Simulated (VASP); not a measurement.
# CaO (P6_3/mmc) in VASP: notebook

CaO is run at these levels: LDA; tasks: single point.

Program: VASP 6.6.1. These are calculated values, not measurements. Logs are shortened: lines on timing, memory, paths and dates and some standing lists are left out, and cuts for length are marked.

**1. The cell of the first run**

It takes space group P6_3/mmc (No. 194, hexagonal). The conventional cell has a = 3.992 Å, b = 3.992 Å, c = 4.641 Å, α = 90.00°, β = 90.00°, γ = 120.00°. Within 3.0 Å of Ca (site symmetry -6m2) lie 5 O at 2.30 to 2.32 Å. O (site symmetry -6m2) has 5 Ca at 2.30 to 2.32 Å within 3.0 Å.

**2. Single point, LDA**

Contents of INCAR:

```
  PREC = Accurate
  ENCUT = 520
  EDIFF = 1E-6
  ISMEAR = 0
  SIGMA = 0.05
  LREAL = F
  LASPH = T
  NELM = 80
  ALGO = Normal
  ISIF = 2
  LWAVE = F
  LCHARG = F
  GGA = CA
  NBANDS = 24
```

Contents of KPOINTS:

```
Automatic mesh
0
Gamma
  6 6 4
```

Contents of POSCAR:

```
CaO
1.0
    3.9919760000      0.0000000000      0.0000000000
   -1.9959880000      3.4571520000      0.0000000000
    0.0000000000      0.0000000000      4.6412948000
Ca O
2 2
Direct
    0.3333333333      0.6666666667      0.7500000000
    0.6666666667      0.3333333333      0.2500000000
    0.3333333333      0.6666666667      0.2500000000
    0.6666666667      0.3333333333      0.7500000000
```

Potentials or basis: VASP PAW LDA potentials, release 64 (Ca_sv, O).

Started as:

```
$ cat potpaw_LDA.64/Ca_sv/POTCAR potpaw_LDA.64/O/POTCAR > POTCAR
$ mpirun -np 1 vasp_std > vasp.out
```

OUTCAR:

```text
PREC = Accurate
   ENCUT = 520
   EDIFF = 1E-6
   ISMEAR = 0
   LREAL = F
   LASPH = T
   NELM = 80
   ISIF = 2
   GGA = CA

 ion  position               nearest neighbor table
   1  0.333  0.667  0.750-   4 2.30   4 2.30   4 2.30   3 2.32   3 2.32
   2  0.667  0.333  0.250-   3 2.30   3 2.30   3 2.30   4 2.32   4 2.32
   3  0.333  0.667  0.250-   2 2.30   2 2.30   2 2.30   1 2.32   1 2.32
   4  0.667  0.333  0.750-   1 2.30   1 2.30   1 2.30   2 2.32   2 2.32

  LATTYP: Found a hexagonal cell.
 ALAT       =     3.9919760000
 C/A-ratio  =     1.1626559879

  Lattice vectors:

 A1 = (   3.9919760000,   0.0000000000,   0.0000000000)
 A2 = (  -1.9959880000,   3.4571520000,   0.0000000000)
 A3 = (   0.0000000000,   0.0000000000,   4.6412948000)

Analysis of symmetry for initial positions (statically):
=====================================================================
 Subroutine PRICEL returns:
 Original cell was already a primitive cell.

 Routine SETGRP: Setting up the symmetry group for a
 hexagonal supercell.

 Subroutine GETGRP returns: Found 24 space group operations
 (whereof 12 operations were pure point group operations)
 out of a pool of 24 trial point group operations.

The static configuration has the point symmetry D_3d.
 The point group associated with its full space group is D_6h.

Analysis of symmetry for dynamics (positions and initial velocities):
=====================================================================
 Subroutine PRICEL returns:
 Original cell was already a primitive cell.

 Routine SETGRP: Setting up the symmetry group for a
 hexagonal supercell.

 Subroutine GETGRP returns: Found 24 space group operations
 (whereof 12 operations were pure point group operations)
 out of a pool of 24 trial point group operations.

The dynamic configuration has the point symmetry D_3d.
 The point group associated with its full space group is D_6h.

 Subroutine INISYM returns: Found 24 space group operations
 (whereof 12 operations are pure point group operations),
 and found     1 'primitive' translations

----------------------------------------------------------------------------------------

                                     Primitive cell

  volume of cell :      64.0539

  direct lattice vectors                    reciprocal lattice vectors
[... 84 lines left out ...]
   LASPH  =      T    aspherical Exc in radial PAW
   ENCUT  =  520.0 eV  38.22 Ry    6.18 a.u.   7.42  7.42  8.63*2*pi/ulx,y,z
   NELM   =     80;   NELMIN=  2; NELMDL= -5     # of ELM steps
   EDIFF  = 0.1E-05   stopping-criterion for ELM
   LREAL  =      F    real-space projection
   EDIFFG = 0.1E-04   stopping-criterion for IOM
   NSW    =      0    number of steps for IOM
   IBRION =     -1    ionic relax: 0-MD 1-quasi-New 2-CG
   NFREE  =      0    steps in history (QN), initial steepest desc. (CG)
   ISIF   =      2    stress and relaxation
   ISYM   =      2    0-nonsym 1-usesym 2-fastsym
   POTIM  = 0.5000    time-step for ionic-motion
   TEBEG  =    0.0;   TEEND  =   0.0 temperature during run
   PSTRESS=    0.0 pullay stress
   NELECT =      32.0000    total number of electrons
   NUPDOWN=      -1.0000    fix difference up-down
   EMIN   =  10.00;   EMAX   =-10.00  energy-range for DOS
   EFERMI =   0.00;   METHOD = LEGACY
   ISMEAR =     0;   SIGMA  =   0.05  broadening in eV -4-tet -1-fermi 0-gaus
   EFERMI_NEDOS =   21; number of points for ismear=-14 and -15
   IALGO  =     38    algorithm
   IMIX   =      4    mixing-type and parameters
     AMIX     =   0.40;   BMIX     =  1.00
     AMIX_MAG =   1.60;   BMIX_MAG =  1.00
  volume/ion in A,a.u.               =      16.01       108.06
  Fermi-wavevector in a.u.,A,eV,Ry     =   1.299001  2.454757 22.958536  1.687405
  Thomas-Fermi vector in A             =   2.430293
   LORBIT       =      0    0 simple, 1 ext, 2 COOP (PROOUT), +10 PAW based schemes
   GGA     = CA    functional components
   LHFCALC =     F    Hartree Fock is set to
   AEXX    =    0.0000 exact exchange contribution
   IVDW    =     0    specifies the selected vdW correction
   LEPSILON=     F    determine dielectric tensor
   LRPA    =     F    only Hartree local field effects (RPA)
 non-spin polarized calculation
 Gauss-broadening in eV      SIGMA  =   0.05
  energy-cutoff  :      520.00
  volume of cell :       64.05
 maximum number of plane-waves:      1763
 NGX is ok and might be reduce to    30
   NGX = 15   NGY = 15   NGZ = 17

 number of electron      32.0000006 magnetization

 Free energy of the ion-electron system (eV)
  ---------------------------------------------------
  ext. energy  EPLUGINS =         0.00000000
  ---------------------------------------------------
  free energy    TOTEN  =       -27.96967108 eV

  energy without entropy =      -27.96967108  energy(sigma->0) =      -27.96967108

 E-fermi :   1.4417     XC(G=0): -10.0859

 val. band max:        1.2060736009   @ k =   0.0000   0.0000   0.0000
 cond. band min:       4.1894158115   @ k =   0.0000   0.0000   0.0000
 fundamental gap:      2.9833422106
 Fermi energy:         1.4416837729

 k-point     1 :       0.0000    0.0000    0.0000
  band No.  band energies     occupation
      1     -35.8138      2.00000
      2     -35.6420      2.00000
      3     -17.5146      2.00000
      4     -17.2400      2.00000
      5     -17.2400      2.00000
      6     -16.9879      2.00000
[... 556 lines left out ...]
     23       9.7206      0.00000
     24       9.7206      0.00000

------------------------ aborting loop because EDIFF is reached ----------------------------------------

  FORCE on cell =-STRESS in cart. coord.  units (eV):
  Direction    XX          YY          ZZ          XY          YZ          ZX
  --------------------------------------------------------------------------------------
  -------------------------------------------------------------------------------------
  Total       -1.3896254     -1.3896249      0.3350858     -0.0000000      0.0000000     -0.0000000
  in kB      -34.7586407    -34.7586281      8.3814875     -0.0000000      0.0000000     -0.0000000
  external PRESSURE =     -20.3785937 kB  Pullay stress =       0.0000000 kB

 VOLUME and BASIS-vectors are now :
 -----------------------------------------------------------------------------
  energy-cutoff  :      520.00
  volume of cell :       64.05
      direct lattice vectors                 reciprocal lattice vectors
     3.991976000  0.000000000  0.000000000     0.250502508  0.144627717  0.000000000
    -1.995988000  3.457152000  0.000000000     0.000000000  0.289255433  0.000000000
     0.000000000  0.000000000  4.641294800     0.000000000  0.000000000  0.215457118

 POSITION                                       TOTAL-FORCE (eV/Angst)
 -----------------------------------------------------------------------------------
     -0.00000      2.30477      3.48097         0.000000     -0.000000      0.000000
      1.99599      1.15238      1.16032         0.000000      0.000000      0.000000
     -0.00000      2.30477      1.16032         0.000000     -0.000000     -0.000000
      1.99599      1.15238      3.48097        -0.000000      0.000000     -0.000000
 -----------------------------------------------------------------------------------
    total drift:                               -0.000000      0.000000     -0.000000

  FREE ENERGIE OF THE ION-ELECTRON SYSTEM (eV)
  ---------------------------------------------------
  free  energy   TOTEN  =       -27.9696710836 eV

  energy  without entropy=      -27.9696710836  energy(sigma->0) =      -27.96967108
```

OSZICAR:

```text
N       E                     dE             d eps       ncg     rms          rms(c)
DAV:   1     0.317065642982E+03    0.31707E+03   -0.16374E+04  1008   0.133E+03
DAV:   2    -0.740218858794E+01   -0.32447E+03   -0.30697E+03  1192   0.387E+02
DAV:   3    -0.319611437724E+02   -0.24559E+02   -0.24404E+02  1656   0.102E+02
DAV:   4    -0.327716494468E+02   -0.81051E+00   -0.80940E+00  1424   0.163E+01
DAV:   5    -0.327931200926E+02   -0.21471E-01   -0.21470E-01  1472   0.196E+00    0.129E+01
DAV:   6    -0.283060512622E+02    0.44871E+01   -0.21468E+01  1432   0.296E+01    0.557E+00
DAV:   7    -0.281081102385E+02    0.19794E+00   -0.24824E+00  1344   0.104E+01    0.276E+00
DAV:   8    -0.279784515073E+02    0.12966E+00   -0.36650E-01  1264   0.445E+00    0.764E-01
DAV:   9    -0.279688469538E+02    0.96046E-02   -0.60427E-02  1312   0.157E+00    0.207E-01
DAV:  10    -0.279700685601E+02   -0.12216E-02   -0.76306E-03  1208   0.551E-01    0.130E-01
DAV:  11    -0.279698468587E+02    0.22170E-03   -0.47392E-03  1360   0.372E-01    0.990E-02
DAV:  12    -0.279696675676E+02    0.17929E-03   -0.92013E-04  1264   0.212E-01    0.903E-03
DAV:  13    -0.279696713713E+02   -0.38037E-05   -0.41445E-05  1384   0.443E-02    0.553E-03
DAV:  14    -0.279696710836E+02    0.28773E-06   -0.18254E-06  1136   0.822E-03
   1 F= -.27969671E+02 E0= -.27969671E+02  d E =-.445229E-13
```

It took 27 s on 1 thread of Intel Xeon Platinum 8488C (Sapphire Rapids), shared host; peak memory 0.17 GiB.

What came out:

- Free energy: -27.9697 eV
- Pressure: -2.0 GPa
- Band gap on the k mesh: 2.98 eV, direct

A hybrid or GW would open this gap; LDA tends to underestimate it.

(Continued in part 2 of 2.)
